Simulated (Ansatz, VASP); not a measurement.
**As: VASP beside Ansatz**

```xyz
2
Lattice="3.5129 0.0000 0.0000 -1.7564 3.0423 0.0000 0.0000 0.0000 26.6000" Properties=species:S:1:pos:R:3 pbc="T T T"
As    0.0000    2.0282    7.0091
As    1.7564    1.0141    8.3909
```

Alike in both runs: functional LDA; k mesh 12 × 12 × 1; occupations gaussian, width 0.03 eV; no spin polarisation.

Ansatz relaxed the structure, and its values are those at the end. VASP's run is a single point on that final structure, the one shown.

|  | VASP | Ansatz |
| --- | --- | --- |
| version | VASP 6.6.1 | Ansatz 0.2.0 |
| potentials or method | VASP PAW LDA potentials, release 64 (As), cutoff 400 eV | scalar-relativistic, plane waves, PAW |
| valence electrons in the cell | 10 | 30 |

Ansatz gave:

| Quantity | Value |
| --- | --- |
| gap on the k mesh at the Fermi level (eV) | 1.42 |
| least direct gap on the mesh (eV) | 2.11 |
| rms of the force components (eV/Å) | 0.000 |

**Question.** What did VASP give for the same quantities?

**Answer.** gap on the k mesh at the Fermi level (eV): 1.43; least direct gap on the mesh (eV): 2.11; rms of the force components (eV/Å): 0.076.

Ansatz warns that its potentials were made for another functional, while VASP's fit it. LDA's correlation is that of Perdew and Zunger in VASP and of Perdew and Wang (1992) in Ansatz. VASP's potentials hold 10 valence electrons a cell and Ansatz's 30, so a difference there can come from the potentials and not from the codes. Ansatz's warnings: slab cell height set, structure snapped to symmetry.
